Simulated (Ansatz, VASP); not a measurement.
# TiO2 in VASP and in Ansatz

INCAR

```
  PREC = Accurate
  ENCUT = 520
  EDIFF = 1E-7
  ISMEAR = -1
  SIGMA = 0.1
  LREAL = F
  LASPH = T
  NELM = 60
  ALGO = Normal
  ISIF = 2
  LWAVE = F
  LCHARG = F
  GGA = PE
  NBANDS = 19
```

The input KPOINTS:

```
regular mesh
0
Gamma
  12 12 12
```

POSCAR

```
TiO2
1.0
    0.0000000000      2.3656948307      2.3656948307
    2.3656948307      0.0000000000      2.3656948307
    2.3656948307      2.3656948307      0.0000000000
Ti O
1 2
Direct
    0.0000000000      0.0000000000      0.0000000000
    0.2500000000      0.2500000000      0.2500000000
    0.7500000000      0.7500000000      0.7500000000
```

Input for Ansatz:

```yaml
crystal:
  lattice:
    - [0.0, 2.3656948307, 2.3656948307]
    - [2.3656948307, 0.0, 2.3656948307]
    - [2.3656948307, 2.3656948307, 0.0]
  atoms:
    - { symbol: Ti, position: [0.0, 0.0, 0.0] }
    - { symbol: O, position: [0.25, 0.25, 0.25] }
    - { symbol: O, position: [0.75, 0.75, 0.75] }
kpoints:
  mp_grid: { grid: [12, 12, 12] }
scf:
  occupations: { method: fermi_dirac, width: 0.1 }
hamiltonian:
  xc: pbe
  pseudopotentials: { kind: all_electron, lapw: { basis_error: 0.001 } }
output:
  forces: true
  stress: true
  eigenvalues: true
  populations: true
```

Change from the starting cell: volume scaled by 0.94, LAPW.

Alike in both runs: task single point; functional PBE; k mesh 12 × 12 × 12; occupations fermi-dirac, width 0.1 eV; no spin polarisation.

```csv
,VASP,Ansatz
version,VASP 6.6.1,Ansatz 0.2.0
potentials or method,"VASP PAW PBE potentials, release 64 (Ti_sv, O), cutoff 520 eV","all-electron LAPW, scalar-relativistic"
```

```tsv
	VASP	Ansatz	Ansatz less VASP
pressure (GPa)	18.5	17.7	-0.86
```

Ansatz ran all-electron here, and VASP with PAW potentials.
